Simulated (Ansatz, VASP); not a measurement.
One calculation of SiGe3, two programs

INCAR

```
PREC = Accurate
ENCUT = 520
EDIFF = 1E-6
ISMEAR = 0
SIGMA = 0.1
LREAL = F
LASPH = T
NELM = 80
ALGO = Normal
ISIF = 2
LWAVE = F
LCHARG = T
GGA = PE
LELF = T
LVHAR = T
NBANDS = 31
```

The input KPOINTS:

```
Automatic mesh
0
Gamma
  6 6 2
```

The input POSCAR:

```
SiGe3
1.0
    2.8993284100      0.0000000000      0.0000000000
   -1.4496642100      2.5108920600      0.0000000000
    0.0000000000      0.0000000000     10.0343609500
Si Ge
1 3
Direct
    0.3333333300      0.6666666700      0.5000000000
    0.6666666700      0.3333333300      0.2500000000
    0.6666666700      0.3333333300      0.7500000000
    0.3333333300      0.6666666700      0.0000000000
```

Input for Ansatz:

```yaml
crystal:
  lattice:
    - [2.89932841, 0.0, 0.0]
    - [-1.44966421, 2.51089206, 0.0]
    - [0.0, 0.0, 10.03436095]
  atoms:
    - { symbol: Si, position: [0.33333333, 0.66666667, 0.5] }
    - { symbol: Ge, position: [0.66666667, 0.33333333, 0.25] }
    - { symbol: Ge, position: [0.66666667, 0.33333333, 0.75] }
    - { symbol: Ge, position: [0.33333333, 0.66666667, 0.0] }
basis:
  ecutwfc: 420
kpoints:
  mp_grid: { grid: [6, 6, 2] }
hamiltonian:
  xc: pbe
scf:
  occupations: { method: gaussian, width: 0.1 }
  lower_state_search: "off"
output:
  forces: true
  stress: true
  eigenvalues: true
```

Alike in both runs: task single point; functional PBE; k mesh 6 × 6 × 2; occupations gaussian, width 0.1 eV; no spin polarisation.

```csv
,VASP,Ansatz
version,VASP 6.6.1,Ansatz 0.2.0
potentials or method,"VASP PAW PBE potentials, release 64 (Si, Ge_d), cutoff 520 eV","scalar-relativistic, plane waves, PAW"
valence electrons in the cell,46,46
```

```tsv
	VASP	Ansatz	Ansatz less VASP
gap on the k mesh at the Fermi level (eV)	none	none	-
pressure (GPa)	0.3	0.3	+0.01
traceless stress, the component that is largest in VASP (GPa)	-3.50	-3.50	+0.002
rms of the force components (eV/Å)	0.151	0.150	-0.0010
```

Atom by atom the forces differ by 0.001 eV/Å (rms over components). A gap of «none» marks a metal or a gap that the smearing closes.

The k mesh is coarse, so the values compare programs but aren't converged.
